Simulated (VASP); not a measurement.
A run of VASP 6.6.1 is set up as follows.

The input INCAR:

```
ALGO = Normal ; EDIFF = 1E-7
ENCUT = 520 ; GGA = PS
ISIF = 2 ; ISMEAR = -1
LASPH = True ; LCHARG = False
LREAL = False ; LWAVE = False
NBANDS = 30 ; NELM = 100
PREC = Accurate ; SIGMA = 0.05
```

Contents of KPOINTS:

```
k-points
0
Gamma
  8 8 8
```

The input POSCAR:

```
Ta3Cu
1.0
   -2.0065070000      2.0065070000      4.1240066000
    2.0065070000     -2.0065070000      4.1240066000
    2.0065070000      2.0065070000     -4.1240066000
Ta Cu
3 1
Direct
    0.5000000000      0.5000000000      0.0000000000
    0.2500000000      0.7500000000      0.5000000000
    0.7500000000      0.2500000000      0.5000000000
    0.0000000000      0.0000000000      0.0000000000
```

Potentials or basis: VASP PAW PBE potentials, release 64 (Ta_pv, Cu).

The run is started by

```sh
$ cat potpaw_PBE.64/Ta_pv/POTCAR potpaw_PBE.64/Cu/POTCAR > POTCAR
$ mpirun -np 1 vasp_std > vasp.out
```

**Question.** What does it give for the band gap on the k mesh?

**Answer.** Zero (band 22 reaches 6.92 eV, above the bottom of band 23 at 5.63 eV).

**Question.** What does it give for the pressure?

**Answer.** -2.6 GPa.

Stress tensor (GPa, compression positive):
```
-3.08  0.00  0.00
 0.00 -3.08  0.00
 0.00  0.00 -1.56
```

Caveat: the PAW data sets were made with another functional, which shifts forces and pressure a little; spin-orbit coupling is left out, which moves the levels of the heavy elements.
